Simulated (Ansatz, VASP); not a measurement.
CdSe in VASP and in Ansatz

```xyz
4
Lattice="4.3000 0.0000 0.0000 -2.1500 3.7239 0.0000 0.0000 0.0000 7.0200" Properties=species:S:1:pos:R:3 pbc="T T T"
Cd    0.0000    2.4826    0.0000
Cd    2.1500    1.2413    3.5100
Se    0.0000    2.4826    2.7027
Se    2.1593    1.1927    6.1258
```

Alike in both runs: task single point; functional PBE; k mesh 9 × 9 × 4; occupations gaussian, width 0.05 eV; no spin polarisation.

```csv
,VASP,Ansatz
version,VASP 6.6.1,Ansatz 0.2.0
potentials or method,"VASP PAW PBE potentials, release 64 (Cd, Se), cutoff 520 eV","scalar-relativistic, plane waves, PAW"
valence electrons in the cell,36,72
```

VASP gave:

| Property | Result |
| --- | --- |
| gap on the k mesh at the Fermi level (eV) | 0.67 |
| pressure (GPa) | 3.3 |
| traceless stress, the component that is largest in VASP (GPa) | 0.73 |
| rms of the force components (eV/Å) | 0.208 |

Estimate Ansatz's values.

gap on the k mesh at the Fermi level (eV): 0.67; pressure (GPa): 3.0; traceless stress, the component that is largest in VASP (GPa): 0.70; rms of the force components (eV/Å): 0.204.

Atom by atom the forces differ by 0.005 eV/Å (rms over components). The functional is the same, so the differences come from potentials, cutoffs and numerics. VASP's potentials hold 36 valence electrons a cell and Ansatz's 72, so a difference there can come from the potentials and not from the codes.
